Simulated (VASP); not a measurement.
# Mg8HO8 (a cell with a defect) in VASP: further runs

Mg8HO8 (a cell with a defect) is run at these levels: PBE; tasks: single point.

All numbers are computed with VASP 6.6.1; they aren't measurements. Logs are shortened: lines on timing, memory, paths and dates and some standing lists are left out, and cuts for length are marked.

## (1) The cell of the first run

The cell holds a defect, 17 atoms: a = 5.932 Å, b = 5.932 Å, c = 5.932 Å, α = 60.00°, β = 60.00°, γ = 60.00°.

## (2) Single point, PBE

Contents of INCAR:

```
SYSTEM = Mg8HO8
ALGO = Normal
EDIFF = 1E-6
ENCUT = 520
GGA = PE
ISIF = 2
ISMEAR = 0
LASPH = .TRUE.
LCHARG = .TRUE.
LELF = .TRUE.
LREAL = Auto
LVHAR = .TRUE.
LWAVE = .FALSE.
NBANDS = 46
NELECT = 64.0
NELM = 80
PREC = Accurate
SIGMA = 0.02
```

Contents of KPOINTS:

```
k-points
0
G
  2 2 2
  0 0 0
```

Contents of POSCAR:

```
Mg8HO8
1.0
    0.0000000000      4.1948000000      4.1948000000
    4.1948000000      0.0000000000      4.1948000000
    4.1948000000      4.1948000000      0.0000000000
Mg O H
8 8 1
Direct
   -0.0026614866     -0.0027129961     -0.0030882238
    0.0007454255      0.0006907640      0.4896346309
    0.0007478112      0.4900223890      0.0003054752
    0.0221916522      0.4808581206      0.4804833958
    0.4900771690      0.0006940127      0.0003062934
    0.4809142397      0.0221344856      0.4804879066
    0.4809317018      0.4808802849      0.0217309169
    0.4990414112      0.4989891987      0.4986083227
    0.2440439836      0.2439876327      0.2435951278
    0.2481999147      0.2481482355      0.7443059509
    0.2482019736      0.7446848718      0.2477711335
    0.2514475943      0.7476893184      0.7473071349
    0.7447370920      0.2481501284      0.2477709953
    0.7477423301      0.2513967352      0.7473061376
    0.7477385076      0.7476844453      0.2510364800
    0.7470191012      0.7469686018      0.7465871424
    0.6794372789      0.6793724715      0.6789389798
```

Potentials or basis: VASP PAW PBE potentials, release 64 (Mg, O, H).

Run with:

```sh
> cat potpaw_PBE.64/Mg/POTCAR potpaw_PBE.64/O/POTCAR potpaw_PBE.64/H/POTCAR > POTCAR
> mpirun -np 1 vasp_std > vasp.out
```

OUTCAR:

```text
SYSTEM = Mg8HO8
   EDIFF = 1E-6
   ENCUT = 520
   GGA = PE
   ISIF = 2
   ISMEAR = 0
   LASPH = .TRUE.
   LREAL = Auto
   NELECT = 64.0
   NELM = 80
   PREC = Accurate

 ion  position               nearest neighbor table
   1  0.997  0.997  0.997-  14 2.09  12 2.09  15 2.09  13 2.10  10 2.10  11 2.10   2 2.94   3 2.94
                             5 2.94   7 2.97   7 2.97   6 2.97   4 2.97   6 2.97   4 2.97   5 2.99
   2  0.001  0.001  0.490-   9 2.04  11 2.09  13 2.09  16 2.13  12 2.13  14 2.13   4 2.89   6 2.89
                             5 2.90   3 2.90   1 2.94   8 2.97   8 2.97   1 2.99   3 3.03   5 3.03
   3  0.001  0.490  0.000-   9 2.04  10 2.09  13 2.09  16 2.13  12 2.13  15 2.13   4 2.89   7 2.89
                             5 2.90   2 2.90   1 2.94   8 2.97   8 2.97   1 2.99   2 3.03   5 3.03
   4  0.022  0.481  0.480-  17 1.87   9 1.99  10 2.06  11 2.06  15 2.12  14 2.12  16 2.23   6 2.72
                             7 2.72   2 2.89   3 2.89   8 2.94   1 2.97   1 2.97   8 3.00   3 3.05
   5  0.490  0.001  0.000-   9 2.04  10 2.09  11 2.09  16 2.13  14 2.13  15 2.13   6 2.89   7 2.89
                             3 2.90   2 2.90   1 2.94   8 2.97   8 2.97   1 2.99   2 3.03   3 3.03
   6  0.481  0.022  0.480-  17 1.87   9 1.99  10 2.06  13 2.06  15 2.12  12 2.12  16 2.23   4 2.72
                             7 2.72   2 2.89   5 2.89   8 2.94   1 2.97   1 2.97   8 3.00   5 3.05
   7  0.481  0.481  0.022-  17 1.87   9 1.99  11 2.06  13 2.06  12 2.12  14 2.12  16 2.23   4 2.72
                             6 2.72   3 2.89   5 2.89   8 2.94   1 2.97   1 2.97   8 3.00   5 3.05
   8  0.499  0.499  0.499-  15 2.09  14 2.09  12 2.09  13 2.10  11 2.10  10 2.10   4 2.94   6 2.94
                             7 2.94   3 2.97   5 2.97   2 2.97   2 2.97   5 2.97   3 2.97   7 3.00
   9  0.244  0.244  0.244-   4 1.99   6 1.99   7 1.99   5 2.04   3 2.04   2 2.04
  10  0.248  0.248  0.744-   4 2.06   6 2.06   3 2.09   5 2.09   1 2.10   8 2.10
  11  0.248  0.745  0.248-   4 2.06   7 2.06   2 2.09   5 2.09   1 2.10   8 2.10
  12  0.251  0.748  0.747-   8 2.09   1 2.09   7 2.12   6 2.12   3 2.13   2 2.13
  13  0.745  0.248  0.248-   6 2.06   7 2.06   2 2.09   3 2.09   1 2.10   8 2.10
  14  0.748  0.251  0.747-   8 2.09   1 2.09   7 2.12   4 2.12   5 2.13   2 2.13
  15  0.748  0.748  0.251-   8 2.09   1 2.09   4 2.12   6 2.12   5 2.13   3 2.13
  16  0.747  0.747  0.747-  17 0.98   5 2.13   3 2.13   2 2.13   7 2.23   6 2.23   4 2.23
  17  0.679  0.679  0.679-  16 0.98   4 1.87   6 1.87   7 1.87

  LATTYP: Found a face centered cubic cell.
 ALAT       =     8.3896000000

  Lattice vectors:

 A1 = (   0.0000000000,   4.1948000000,   4.1948000000)
 A2 = (   4.1948000000,   0.0000000000,   4.1948000000)
 A3 = (   4.1948000000,   4.1948000000,   0.0000000000)

Analysis of symmetry for initial positions (statically):
=====================================================================
 Subroutine PRICEL returns:
 Original cell was already a primitive cell.

 Routine SETGRP: Setting up the symmetry group for a
 face centered cubic supercell.

 Subroutine GETGRP returns: Found  1 space group operations
 (whereof  1 operations were pure point group operations)
 out of a pool of 48 trial point group operations.

The static configuration has the point symmetry C_1 .

Analysis of symmetry for dynamics (positions and initial velocities):
=====================================================================
 Subroutine PRICEL returns:
 Original cell was already a primitive cell.

 Routine SETGRP: Setting up the symmetry group for a
 face centered cubic supercell.

 Subroutine GETGRP returns: Found  1 space group operations
 (whereof  1 operations were pure point group operations)
 out of a pool of 48 trial point group operations.

The dynamic configuration has the point symmetry C_1 .

 Subroutine INISYM returns: Found  1 space group operations
 (whereof  1 operations are pure point group operations),
 and found     1 'primitive' translations

----------------------------------------------------------------------------------------

                                     Primitive cell

  volume of cell :     147.6263

  direct lattice vectors                    reciprocal lattice vectors
     0.000000000  4.194800000  4.194800000    -0.119195194  0.119195194  0.119195194
     4.194800000  0.000000000  4.194800000     0.119195194 -0.119195194  0.119195194
     4.194800000  4.194800000  0.000000000     0.119195194  0.119195194 -0.119195194

  length of vectors
     5.932343051  5.932343051  5.932343051     0.206452132  0.206452132  0.206452132

  position of ions in fractional coordinates (direct lattice)
     0.997338513  0.997287004  0.996911776
     0.000745425  0.000690764  0.489634631
     0.000747811  0.490022389  0.000305475
     0.022191652  0.480858121  0.480483396
     0.490077169  0.000694013  0.000306293
     0.480914240  0.022134486  0.480487907
[... 9 lines left out ...]
     0.747019101  0.746968602  0.746587142
     0.679437279  0.679372472  0.678938980

  ion indices of the primitive-cell ions
   primitive index   ion index
                 1           1
                 2           2
                 3           3
                 4           4
                 5           5
                 6           6
[... 9 lines left out ...]
                16          16
                17          17

----------------------------------------------------------------------------------------

 KPOINTS: k-points

Automatic generation of k-mesh.
 Grid dimensions read from file:
 generate k-points for:    2    2    2

 Generating k-lattice:

  Cartesian coordinates                     Fractional coordinates (reciprocal lattice)
    -0.059597597  0.059597597  0.059597597     0.500000000  0.000000000  0.000000000
     0.059597597 -0.059597597  0.059597597     0.000000000  0.500000000  0.000000000
     0.059597597  0.059597597 -0.059597597     0.000000000  0.000000000  0.500000000

  Length of vectors
     0.103226066  0.103226066  0.103226066

  Shift w.r.t. Gamma in fractional coordinates (k-lattice)
     0.000000000  0.000000000  0.000000000

 Subroutine IBZKPT returns following result:
 ===========================================

 Found      8 irreducible k-points:

 Following reciprocal coordinates:
            Coordinates               Weight
  0.000000  0.000000  0.000000      1.000000
  0.500000  0.000000  0.000000      1.000000
  0.000000  0.500000  0.000000      1.000000
  0.000000  0.000000  0.500000      1.000000
  0.500000  0.500000  0.500000      1.000000
  0.500000  0.500000  0.000000      1.000000
  0.000000  0.500000  0.500000      1.000000
  0.500000  0.000000  0.500000      1.000000
   k-points           NKPTS =      8   k-points in BZ     NKDIM =      8   number of bands    NBANDS=     46
   number of dos      NEDOS =    301   number of ions     NIONS =     17
   total plane-waves  NPLWV = 110592
   dimension x,y,z NGX =    48 NGY =   48 NGZ =   48
   dimension x,y,z NGXF=    96 NGYF=   96 NGZF=   96
   ions per type =               8   8   1
   NGX,Y,Z   is equivalent  to a cutoff of  13.45, 13.45, 13.45 a.u.
   NGXF,Y,Z  is equivalent  to a cutoff of  26.90, 26.90, 26.90 a.u.
 SYSTEM =  Mg8HO8
   PREC   = accura    normal or accurate (medium, high low for compatibility)
   ISTART =      0    job   : 0-new  1-cont  2-samecut
   ICHARG =      2    charge: 1-file 2-atom 10-const
   ISPIN  =      1    spin polarized calculation?
   LNONCOLLINEAR =      F non collinear calculations
   LSORBIT =      F    spin-orbit coupling
   LASPH  =      T    aspherical Exc in radial PAW
   ENCUT  =  520.0 eV  38.22 Ry    6.18 a.u.  11.03 11.03 11.03*2*pi/ulx,y,z
   NELM   =     80;   NELMIN=  2; NELMDL= -5     # of ELM steps
   EDIFF  = 0.1E-05   stopping-criterion for ELM
   LREAL  =      T    real-space projection
   EDIFFG = 0.1E-04   stopping-criterion for IOM
   NSW    =      0    number of steps for IOM
   IBRION =     -1    ionic relax: 0-MD 1-quasi-New 2-CG
   NFREE  =      0    steps in history (QN), initial steepest desc. (CG)
   ISIF   =      2    stress and relaxation
   ISYM   =      2    0-nonsym 1-usesym 2-fastsym
   POTIM  = 0.5000    time-step for ionic-motion
   TEBEG  =    0.0;   TEEND  =   0.0 temperature during run
   PSTRESS=    0.0 pullay stress
   NELECT =      64.0000    total number of electrons
   NUPDOWN=      -1.0000    fix difference up-down
   EMIN   =  10.00;   EMAX   =-10.00  energy-range for DOS
   EFERMI =   0.00;   METHOD = LEGACY
   ISMEAR =     0;   SIGMA  =   0.02  broadening in eV -4-tet -1-fermi 0-gaus
   EFERMI_NEDOS =   21; number of points for ismear=-14 and -15
   IALGO  =     38    algorithm
   IMIX   =      4    mixing-type and parameters
     AMIX     =   0.40;   BMIX     =  1.00
     AMIX_MAG =   1.60;   BMIX_MAG =  1.00
  volume/ion in A,a.u.               =       8.68        58.60
  Fermi-wavevector in a.u.,A,eV,Ry     =   1.239025  2.341419 20.887448  1.535184
  Thomas-Fermi vector in A             =   2.373526
   LORBIT       =      0    0 simple, 1 ext, 2 COOP (PROOUT), +10 PAW based schemes
   GGA     = PE    functional components
   LHFCALC =     F    Hartree Fock is set to
   AEXX    =    0.0000 exact exchange contribution
   IVDW    =     0    specifies the selected vdW correction
   LEPSILON=     F    determine dielectric tensor
   LRPA    =     F    only Hartree local field effects (RPA)
 non-spin polarized calculation
 Gauss-broadening in eV      SIGMA  =   0.02
  energy-cutoff  :      520.00
  volume of cell :      147.63
 maximum number of plane-waves:      3996
 NGX is ok and might be reduce to    48
   NGX = 23   NGY = 23   NGZ = 23

 number of electron      64.0000000 magnetization

 Free energy of the ion-electron system (eV)
  ---------------------------------------------------
  ext. energy  EPLUGINS =         0.00000000
  ---------------------------------------------------
  free energy    TOTEN  =      -102.12465139 eV

  energy without entropy =     -102.12465139  energy(sigma->0) =     -102.12465139

 E-fermi :   3.5139     XC(G=0): -11.1110

 val. band max:        3.4174309559   @ k =   0.0000   0.0000   0.0000
 cond. band min:       7.7317276778   @ k =   0.0000   0.0000   0.0000
 fundamental gap:      4.3142967219
 Fermi energy:         3.5138849166

 k-point     1 :       0.0000    0.0000    0.0000
  band No.  band energies     occupation
      1     -16.5706      2.00000
      2     -13.6777      2.00000
      3     -12.7536      2.00000
      4     -12.4024      2.00000
      5     -12.3923      2.00000
      6     -12.3922      2.00000
[... 36 lines left out ...]
     43      13.7069      0.00000
     44      15.1727      0.00000

 k-point     2 :       0.5000    0.0000    0.0000
  band No.  band energies     occupation
      1     -16.5474      2.00000
      2     -13.4464      2.00000
      3     -12.8564      2.00000
      4     -12.6724      2.00000
      5     -12.2995      2.00000
      6     -12.2939      2.00000
[... 36 lines left out ...]
     43      14.8284      0.00000
     44      15.0968      0.00000

 k-point     3 :       0.0000    0.5000    0.0000
  band No.  band energies     occupation
      1     -16.5474      2.00000
      2     -13.4464      2.00000
      3     -12.8564      2.00000
      4     -12.6724      2.00000
      5     -12.2995      2.00000
      6     -12.2939      2.00000
[... 224 lines left out ...]
     43      14.9712      0.00000
     44      15.0131      0.00000

 k-point     8 :       0.5000    0.0000    0.5000
  band No.  band energies     occupation
      1     -16.5399      2.00000
      2     -13.3240      2.00000
      3     -12.9472      2.00000
      4     -12.4830      2.00000
      5     -12.4726      2.00000
      6     -12.4693      2.00000
[... 36 lines left out ...]
     43      14.9716      0.00000
     44      15.0132      0.00000
 [bands above 44 left out]

------------------------ aborting loop because EDIFF is reached ----------------------------------------

  FORCE on cell =-STRESS in cart. coord.  units (eV):
  Direction    XX          YY          ZZ          XY          YZ          ZX
  --------------------------------------------------------------------------------------
  -------------------------------------------------------------------------------------
  Total        2.0092583      2.0092324      2.0054894     -1.9123086     -1.9114222     -1.9117800
  in kB       21.8063300     21.8060484     21.7654259    -20.7541422    -20.7445216    -20.7484048
  external PRESSURE =      21.7926014 kB  Pullay stress =       0.0000000 kB

 VOLUME and BASIS-vectors are now :
 -----------------------------------------------------------------------------
  energy-cutoff  :      520.00
  volume of cell :      147.63
      direct lattice vectors                 reciprocal lattice vectors
     0.000000000  4.194800000  4.194800000    -0.119195194  0.119195194  0.119195194
     4.194800000  0.000000000  4.194800000     0.119195194 -0.119195194  0.119195194
     4.194800000  4.194800000  0.000000000     0.119195194  0.119195194 -0.119195194

 POSITION                                       TOTAL-FORCE (eV/Angst)
 -----------------------------------------------------------------------------------
      8.36527      8.36548      8.36706         0.004552      0.004628      0.004767
      2.05682      2.05705      0.00602         0.000162      0.000119      0.011604
      2.05683      0.00442      2.05868         0.000361      0.012079     -0.000023
      4.03264      2.10862      2.11019        -0.024692      0.005785      0.005565
      0.00420      2.05706      2.05869         0.012127      0.000212     -0.000111
      2.10840      4.03289      2.11019         0.005811     -0.024912      0.005508
[... 9 lines left out ...]
      6.26517      6.26538      6.26698         0.073807      0.074188      0.074227
      5.69784      5.69812      5.69994        -0.072407     -0.072452     -0.073059
 -----------------------------------------------------------------------------------
    total drift:                               -0.004532     -0.004899      0.002312

  FREE ENERGIE OF THE ION-ELECTRON SYSTEM (eV)
  ---------------------------------------------------
  free  energy   TOTEN  =      -102.1246513947 eV

  energy  without entropy=     -102.1246513947  energy(sigma->0) =     -102.12465139
```

It took 92 s on 1 thread of Intel Xeon Platinum 8488C (Sapphire Rapids), shared host; peak memory 0.33 GiB.

Results:

| Quantity | Value |
| --- | --- |
| Free energy | -102.1247 eV |
| Largest force | 0.128 eV/Å |

Forces in eV/Å, atoms in the order of the input:
```
Mg   0.005  0.005  0.005
Mg   0.000  0.000  0.012
Mg   0.000  0.012  0.000
Mg  -0.025  0.006  0.006
Mg   0.012  0.000  0.000
Mg   0.006 -0.025  0.006
Mg   0.006  0.006 -0.026
Mg  -0.005 -0.005 -0.005
O   -0.005 -0.005 -0.005
O    0.000 -0.001  0.002
O   -0.001  0.002  0.000
O   -0.003  0.003  0.004
O    0.002 -0.001  0.000
O    0.003 -0.002  0.004
O    0.003  0.003 -0.002
O    0.074  0.074  0.074
H   -0.072 -0.072 -0.073
```

Levels at points of the mesh, in eV from the Fermi level:
```tsv
k point	band 30	band 31	band 32	band 33	band 34	band 35
(0.00, 0.00, 0.00)	-0.15	-0.10	-0.10	4.22	6.42	7.80
(0.50, 0.00, 0.00)	-0.42	-0.38	-0.36	5.88	7.15	8.38
(0.00, 0.50, 0.00)	-0.42	-0.38	-0.36	5.88	7.15	8.38
(0.00, 0.00, 0.50)	-0.42	-0.38	-0.36	5.88	7.15	8.38
(0.50, 0.50, 0.50)	-0.46	-0.35	-0.35	6.52	7.09	8.20
(0.50, 0.50, 0.00)	-0.62	-0.59	-0.50	6.78	7.99	8.72
(0.00, 0.50, 0.50)	-0.62	-0.59	-0.50	6.78	7.99	8.72
(0.50, 0.00, 0.50)	-0.62	-0.59	-0.50	6.78	7.99	8.72
```

Caveat: the k points lie up to 0.65 Å⁻¹ apart; the cell carries a net charge on a neutralising background, which shifts energy and pressure; the cell is charged against a uniform background, so pressure and absolute levels hang on convention.

## (3) Single point, PBE

Contents of INCAR:

```
SYSTEM = Mg8HO8
PREC     = Accurate       ! precision mode
ENCUT    = 520            ! plane-wave cutoff, eV
EDIFF    = 1E-6           ! SCF threshold, eV
ISMEAR   = 0              ! smearing method
SIGMA    = 0.02           ! smearing width, eV
LREAL    = Auto         
LASPH    = .True.         ! aspherical terms in the spheres
NELM     = 80             ! most SCF steps
ALGO     = Normal         ! electronic algorithm
ISIF     = 2              ! what is computed and relaxed
LWAVE    = .False.        ! write WAVECAR
LCHARG   = .True.         ! write CHGCAR
GGA      = PE             ! functional
LELF     = .True.         ! ELF
LVHAR    = .True.       
NELECT   = 64.0         
NBANDS   = 46             ! bands
```

Contents of KPOINTS:

```
regular mesh
0
Gamma
  2 2 2
  0 0 0
```

Contents of POSCAR:

```
Mg8HO8
1.0
    0.0000000000      4.1948000000      4.1948000000
    4.1948000000      0.0000000000      4.1948000000
    4.1948000000      4.1948000000      0.0000000000
Mg O H
8 8 1
Direct
   -0.0213486176      0.0193384649     -0.0164586471
   -0.0002802682      0.0103164953      0.4911939897
    0.0030670222      0.5030516917     -0.0083019993
   -0.0002759005      0.4996297366      0.4911887721
    0.5196528866      0.0196446634     -0.0164216429
    0.5015156999      0.0014428909      0.4964948111
    0.5196414718      0.4780484583     -0.0164613371
    0.5104340166      0.4996366355      0.4911516280
    0.2557285764      0.2522494607      0.2406764685
    0.2527922648      0.2491330941      0.7462825147
    0.2537940463      0.7536667332      0.2397408526
    0.2527981534      0.7526671469      0.7462419895
    0.7523752753      0.2521647976      0.2406870697
    0.7565594891      0.2562895015      0.7317463276
    0.7523876817      0.7556497144      0.2406868383
    0.7488759964      0.7527482192      0.7465016908
    0.3222158456      0.8208964157      1.0369324638
```

Potentials or basis: VASP PAW PBE potentials, release 64 (Mg, O, H).

Run with:

```sh
> cat potpaw_PBE.64/Mg/POTCAR potpaw_PBE.64/O/POTCAR potpaw_PBE.64/H/POTCAR > POTCAR
> mpirun -np 1 vasp_std > vasp.out
```

It took 97 s on 1 thread of Intel Xeon Platinum 8488C (Sapphire Rapids), shared host; peak memory 0.33 GiB.

Results (log left out):

| Item | Value |
| --- | --- |
| Free energy | -102.1246 eV |
| Largest force | 0.161 eV/Å |

Forces on the atoms (eV/Å):
```
Mg   0.006 -0.016 -0.007
Mg   0.000 -0.001  0.003
Mg   0.000  0.001  0.000
Mg  -0.001 -0.001  0.000
Mg   0.003  0.004  0.014
Mg  -0.003 -0.002  0.001
Mg  -0.014  0.005 -0.004
Mg  -0.001  0.001  0.002
O   -0.001  0.003  0.001
O   -0.002  0.003 -0.001
O    0.094  0.093 -0.092
O    0.001  0.004  0.002
O    0.000 -0.001 -0.003
O   -0.009 -0.009  0.008
O    0.002 -0.002 -0.001
O    0.000  0.001  0.001
H   -0.075 -0.083  0.075
```

Levels at points of the mesh, in eV from the Fermi level:
```
           k point  band 29  band 30  band 31  band 32  band 33  band 34  band 35  band 36
(0.00, 0.00, 0.00)    -0.51    -0.15    -0.10    -0.10     4.22     6.42     7.80     7.98
(0.50, 0.00, 0.00)    -0.46    -0.42    -0.38    -0.37     5.89     7.14     8.38     9.43
(0.00, 0.50, 0.00)    -0.46    -0.42    -0.38    -0.37     5.88     7.14     8.38     9.43
(0.00, 0.00, 0.50)    -0.47    -0.46    -0.35    -0.35     6.52     7.09     8.21     9.47
(0.50, 0.50, 0.50)    -0.46    -0.42    -0.38    -0.37     5.88     7.14     8.38     9.43
(0.50, 0.50, 0.00)    -0.66    -0.63    -0.59    -0.50     6.79     7.99     8.72     9.27
(0.00, 0.50, 0.50)    -0.66    -0.63    -0.59    -0.50     6.79     7.99     8.72     9.27
(0.50, 0.00, 0.50)    -0.66    -0.63    -0.59    -0.50     6.79     7.99     8.72     9.27
```

Caveat: the k points lie up to 0.65 Å⁻¹ apart; the cell carries a net charge on a neutralising background, which shifts energy and pressure; the cell is charged against a uniform background, so pressure and absolute levels hang on convention.

(Part 1 of 4 ends here.)
